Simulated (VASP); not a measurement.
Here is a VASP 6.6.1 calculation.

Contents of POSCAR:

```
CsH
1.0
    3.7807878340      0.0000000000      0.0000000000
    0.0000000000      3.7807878340      0.0000000000
    0.0000000000      0.0000000000      3.8947767108
Cs H
1 1
Direct
    0.0000000000      0.0000000000      0.0000000000
    0.5000000000      0.5000000000      0.5000000000
```

Contents of INCAR.step1:

```
PREC = Accurate ; ENCUT = 520
ISMEAR = -1 ; SIGMA = 0.01
LREAL = False ; LASPH = True
NELM = 100 ; NBANDS = 12
GGA = PE ; ALGO = Normal
EDIFF = 1E-4 ; LWAVE = True
LCHARG = False
```

File INCAR.step2:

```
PREC = Accurate ; ENCUT = 520
EDIFF = 1E-8 ; ISMEAR = -1
SIGMA = 0.01 ; LREAL = False
LASPH = True ; NELM = 100
ALGO = Normal ; ISIF = 2
LWAVE = False ; LCHARG = False
METAGGA = R2SCAN ; LMIXTAU = True
LEFG = True ; NBANDS = 12
ISTART = 1
```

File KPOINTS:

```
regular mesh
0
Gamma
  8 8 8
```

Potentials or basis: VASP PAW PBE potentials, release 64 (Cs_sv, H).

Launch:

```console
$ cat potpaw_PBE.64/Cs_sv/POTCAR potpaw_PBE.64/H/POTCAR > POTCAR
$ cp INCAR.step1 INCAR
$ mpirun -np 1 vasp_std > vasp.out
$ cp INCAR.step2 INCAR
$ mpirun -np 1 vasp_std > vasp.out
```

**Question.** What does it give for the pressure?

**Answer.** 0.0 GPa.

**Question.** Predict the band gap on the k mesh.

**Answer.** 3.00 eV.

Stress tensor (GPa, compression positive):
```
 0.46  0.00  0.00
 0.00  0.46  0.00
 0.00  0.00 -0.85
```

Caveat: without QUAD_EFG the Cq values of the log hold for a quadrupole moment of 1 mb, not for the nuclei; the PAW data sets were made with another functional, which shifts forces and pressure a little; spin-orbit coupling is left out, which moves the levels of the heavy elements. A k mesh can miss the band edges.
